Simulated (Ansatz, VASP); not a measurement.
Two plane-wave programs on Ni

INCAR

```
PREC     = Accurate       # precision mode
ENCUT    = 520            # plane-wave cutoff, eV
EDIFF    = 1E-6           # SCF threshold, eV
ISMEAR   = -1             # smearing method
SIGMA    = 0.05           # smearing width, eV
LREAL    = False          # projectors in reciprocal space
LASPH    = True           # aspherical terms in the spheres
NELM     = 150            # most SCF steps
ALGO     = Normal         # electronic algorithm
ISIF     = 2              # what is computed and relaxed
LWAVE    = False          # write WAVECAR
LCHARG   = True           # write CHGCAR
ISPIN    = 2              # spin polarisation
MAGMOM   = 2 2            # initial moments
LORBIT   = 11             # projections on sites
LMAXMIX  = 4              # l up to which the mixer works
GGA      = PE             # functional
LELF     = True           # ELF
LVHAR    = True         
NBANDS   = 21             # bands
ISYM     = 0
```

The input KPOINTS:

```
regular mesh
0
Gamma
  12 7 10
```

File POSCAR:

```
Ni
1.0
    0.0000000000     -1.7680500000     -1.7680500000
   -3.5361000000     -1.7680500000     -1.7680500000
    0.0000000000      1.7680500000     -1.7680500000
Ni
2
Direct
    0.0000000000      0.0000000000      0.0000000000
    0.0000000000      0.5000000000      0.5000000000
```

Input for Ansatz:

```yaml
crystal:
  lattice:
    - [0.0, -1.76805, -1.76805]
    - [-3.5361, -1.76805, -1.76805]
    - [0.0, 1.76805, -1.76805]
  atoms:
    - { symbol: Ni, position: [0.0, 0.0, 0.0], spin: 2.0 }
    - { symbol: Ni, position: [0.0, 0.5, 0.5], spin: 2.0 }
  symmetry: { detect: false, time_reversal: true }
magnetization:
  spin_polarized: true
hamiltonian:
  xc: pbe
  pseudopotentials: { kind: paw }
basis:
  ecutwfc: 420
kpoints:
  mp_grid: { grid: [12, 7, 10] }
scf:
  occupations: { method: fermi_dirac, width: 0.05 }
  lower_state_search: "off"
output:
  forces: true
  stress: true
  write_density: true
  write_potential: true
  elf: true
  volumetric_format: npy
```

Alike in both runs: task single point; functional PBE; k mesh 12 × 7 × 10; occupations fermi-dirac, width 0.05 eV; collinear spin.

|  | VASP | Ansatz |
| --- | --- | --- |
| version | VASP 6.6.1 | Ansatz 0.2.0 |
| potentials or method | VASP PAW PBE potentials, release 64 (Ni), cutoff 520 eV | PAW, plane waves, scalar-relativistic |
| valence electrons in the cell | 20 | 36 |

Ansatz gave:

| Item | Value |
| --- | --- |
| pressure (GPa) | -2.7 |
| traceless stress, the component that is largest in VASP (GPa) | 0.13 |
| net moment per atom (μB) | 0.66 |
| size of the moment on the site where the two differ most (μB) | 0.70 |

Q: Estimate VASP's values.

A: Pressure (GPa): -2.8; traceless stress, the component that is largest in VASP (GPa): 0.13; net moment per atom (μB): 0.65; size of the moment on the site where the two differ most (μB): 0.66.

Site moments also hang on the region over which each program counts them. VASP's potentials hold 20 valence electrons a cell and Ansatz's 36, so a difference there can come from the potentials and not from the codes.
